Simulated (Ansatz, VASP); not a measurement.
# Two plane-wave programs on In

INCAR

```
SYSTEM = In
  PREC = Accurate
  ENCUT = 500
  EDIFF = 1E-7
  ISMEAR = 0
  SIGMA = 0.1
  LREAL = .False.
  LASPH = .True.
  NELM = 120
  ALGO = Normal
  ISIF = 3
  LWAVE = .False.
  LCHARG = .False.
  GGA = PE
  IBRION = 2
  NSW = 90
  EDIFFG = -0.02
  GGA_COMPAT = .False.
  NELMIN = 4
```

Contents of KPOINTS:

```
regular mesh
0
Gamma
  12 12 4
  0 0 0
```

The input POSCAR:

```
In
1.0
    3.3638438630      0.0000000000      0.0000000000
   -1.6819219315      2.9131742397      0.0000000000
    0.0000000000      0.0000000000     10.7997083600
In
4
Direct
    0.0000000000      0.0000000000      0.0000000000
    0.3333333300      0.6666666700      0.2500000000
    0.0000000000      0.0000000000      0.5000000000
    0.6666666700      0.3333333300      0.7500000000
```

Input for Ansatz:

```yaml
crystal:
  lattice:
    - [3.363843863, 0.0, 0.0]
    - [-1.6819219315, 2.9131742397, 0.0]
    - [0.0, 0.0, 10.79970836]
  atoms:
    - { symbol: In, position: [0.0, 0.0, 0.0] }
    - { symbol: In, position: [0.33333333, 0.66666667, 0.25] }
    - { symbol: In, position: [0.0, 0.0, 0.5] }
    - { symbol: In, position: [0.66666667, 0.33333333, 0.75] }
basis:
  ecutwfc: 420
kpoints:
  mp_grid: { grid: [12, 12, 4] }
hamiltonian:
  xc: pbe
scf:
  occupations: { method: gaussian, width: 0.1 }
output:
  forces: true
  stress: true
  eigenvalues: true
  write_density: true
  write_potential: true
  elf: true
  volumetric_format: npy
relax:
  adjacent_minimum: "off"
  f_tol: 0.02
  max_steps: 70
  cell: { stress_tol: 0.1 }
```

Alike in both runs: task relaxation of cell and atoms; functional PBE; k mesh 12 × 12 × 4; occupations gaussian, width 0.1 eV; no spin polarisation.

```csv
,VASP,Ansatz
version,VASP 6.6.1,Ansatz 0.2.0
potentials or method,"VASP PAW PBE potentials, release 64 (In_d), cutoff 500 eV","scalar-relativistic, plane waves, PAW"
valence electrons in the cell,52,52
```

Ansatz gave:

* gap on the k mesh at the Fermi level, each at its own relaxed structure (eV): none
* relaxed volume (Å³/atom): 27.50
* relaxed cell length with the largest relative difference (Å): 3.407

Task: Which values does VASP return?

Result: gap on the k mesh at the Fermi level, each at its own relaxed structure (eV): none; relaxed volume (Å³/atom): 27.51; relaxed cell length with the largest relative difference (Å): 3.408.

A gap of «none» marks a metal or a gap that the smearing closes.
